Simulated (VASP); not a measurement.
**Ga4SiN4: single point with PBE**

The system is Ga4SiN4, a slab with vacuum.

```
CELL_PARAMETERS angstrom
3.21865 0.00000 0.00000
-1.60933 2.78744 0.00000
0.00000 0.00000 24.02820
ATOMIC_POSITIONS crystal
N 0.33333 0.66667 0.16647
N 0.66667 0.33333 0.27558
N 0.33333 0.66667 0.38774
N 0.66667 0.33333 0.49774
Ga 0.66667 0.33333 0.19337
Ga 0.33333 0.66667 0.30248
Ga 0.66667 0.33333 0.41096
Ga 0.33333 0.66667 0.52140
Si 0.66667 0.33333 0.61765
```

| Item | Value |
| --- | --- |
| Program | VASP 6.6.1 |
| Task | single point |
| Functional | PBE |
| Potentials or basis | VASP PAW PBE potentials, release 64 (N, Ga_d, Si) |
| Cutoff | 640 eV |
| k mesh | 9 × 9 × 1 |
| Occupations | gaussian, width 0.05 eV |
| Spin | collinear spin |
| Starting moments | [0.0, 0.0, 0.0, 0.0, 0.0, 0.0, 0.0, 0.0, 2.0] μB |
| Dipole correction | yes |
| Second try | not_converged |
| Further INCAR settings | ALGO = Normal; EDIFF = 1e-06; NBANDS = 52; AMIX = 0.1; BMIX = 0.0001; NELMDL = -8 |

* Largest force: 2.372 eV/Å
* Net moment: 0.54 μB per cell
* Site moments: N +0.38, +0.02, +0.00, -0.01; Ga +0.01, +0.00, -0.00 (each value once); Si -0.02 μB
* Valence electrons inside the program's atomic spheres: N 3.58, 3.70, 3.71 (each value once); Ga 11.79, 11.77, 11.80, 11.75; Si 1.48

Forces on the atoms (eV/Å):
```
N    0.000  0.000  1.734
N    0.000  0.000  1.263
N    0.000  0.000 -0.388
N    0.000  0.000 -1.223
Ga   0.000  0.000 -2.372
Ga   0.000  0.000 -0.485
Ga   0.000  0.000  0.472
Ga   0.000  0.000  0.996
Si   0.000  0.000  0.003
```

Levels at points of the mesh, in eV from the Fermi level:
Spin up:
```
           k point  band 34  band 35  band 36  band 37  band 38  band 39  band 40  band 41  band 42  band 43
(0.00, 0.00, 0.00)    -1.45    -1.45    -0.92    -0.19    -0.19     1.11     1.95     2.61     3.88     4.02
```
Spin down:
```
           k point  band 36  band 37  band 38  band 39  band 40  band 41
(0.00, 0.00, 0.00)    -0.42     0.23     0.23     1.20     2.00     2.71
```

Run time: 16 min on 4 MPI ranks on Intel(R) Xeon(R) Platinum 8259CL CPU @ 2.50GHz (Skylake/Cascade Lake), on a shared host, peak memory 0.71 GiB a rank.

Caveat: a moment this small can come from the mesh or the smearing.
